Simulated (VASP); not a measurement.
A run of VASP 6.6.1 is set up as follows.

INCAR

```
SYSTEM = SiSn2Se4
PREC = Accurate ; ENCUT = 520
EDIFF = 1E-7 ; ISMEAR = 0
SIGMA = 0.1 ; LREAL = .FALSE.
LASPH = .TRUE. ; NELM = 60
ALGO = Normal ; ISIF = 2
LWAVE = .FALSE. ; LCHARG = .TRUE.
GGA = PE ; LELF = .TRUE.
LVHAR = .TRUE. ; NBANDS = 37
```

KPOINTS

```
Automatic mesh
0
G
  6 6 6
  0 0 0
```

POSCAR

```
SiSn2Se4
1.0
   -2.3048383800      2.3048383800      7.1063319600
    2.3048383800     -2.3048383800      7.1063319600
    2.3048383800      2.3048383800     -7.1063319600
Si Sn Se
1 2 4
Direct
    0.0000000000      0.0000000000      0.0000000000
    0.3468770000      0.3468770000      0.0000000000
    0.6531230000      0.6531230000      0.0000000000
    0.8361940000      0.8361940000      0.0000000000
    0.0000000000      0.5000000000      0.5000000000
    0.5000000000      0.0000000000      0.5000000000
    0.1638060000      0.1638060000      0.0000000000
```

Potentials or basis: VASP PAW PBE potentials, release 64 (Si, Sn_d, Se).

The run is started by

```console
$ cat potpaw_PBE.64/Si/POTCAR potpaw_PBE.64/Sn_d/POTCAR potpaw_PBE.64/Se/POTCAR > POTCAR
$ mpirun -np 1 vasp_std > vasp.out
```

Problem. Predict the pressure.

Solution. 12.7 GPa.

Problem. What does it give for the largest force?

Solution. 1.344 eV/Å.

Problem. What does it give for the band gap on the k mesh?

Solution. Zero (bands 28 and 29 overlap by 2.22 eV).

Stress tensor (GPa, compression positive):
```
 9.83  0.00  0.00
 0.00  9.83  0.00
 0.00  0.00 18.43
```

Caveat: the stress differs along the axes, from 10 to 18 GPa; spin-orbit coupling is left out, which moves the levels of the heavy elements; forces of over 1 eV/Å act on the atoms, so gaps and moduli don't describe the material at rest.
